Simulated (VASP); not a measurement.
A run of VASP 6.6.1 is set up as follows.

INCAR

```
SYSTEM = F
PREC = Accurate
ENCUT = 520
EDIFF = 1E-6
ISMEAR = -1
SIGMA = 0.06122561905347299
LREAL = .FALSE.
LASPH = .TRUE.
NELM = 60
ALGO = Normal
ISIF = 2
LWAVE = .FALSE.
LCHARG = .TRUE.
GGA = PE
LELF = .TRUE.
LVHAR = .TRUE.
NBANDS = 10
```

Contents of KPOINTS:

```
Automatic mesh
0
G
  28 28 28
  0 0 0
```

The input POSCAR:

```
F
1.0
   -1.3609048189      1.3609048189      1.3609048189
    1.3609048189     -1.3609048189      1.3609048189
    1.3609048189      1.3609048189     -1.3609048189
F
1
Direct
    0.0000000000      0.0000000000      0.0000000000
```

Potentials or basis: VASP PAW PBE potentials, release 64 (F).

Run with:

```console
$ cat potpaw_PBE.64/F/POTCAR > POTCAR
$ mpirun -np 1 vasp_std > vasp.out
```

Q: Predict the pressure.

A: -0.6 GPa.

Caveat: an odd number of electrons without spin polarisation forces a metal; a magnetic or distorted state may lie lower.
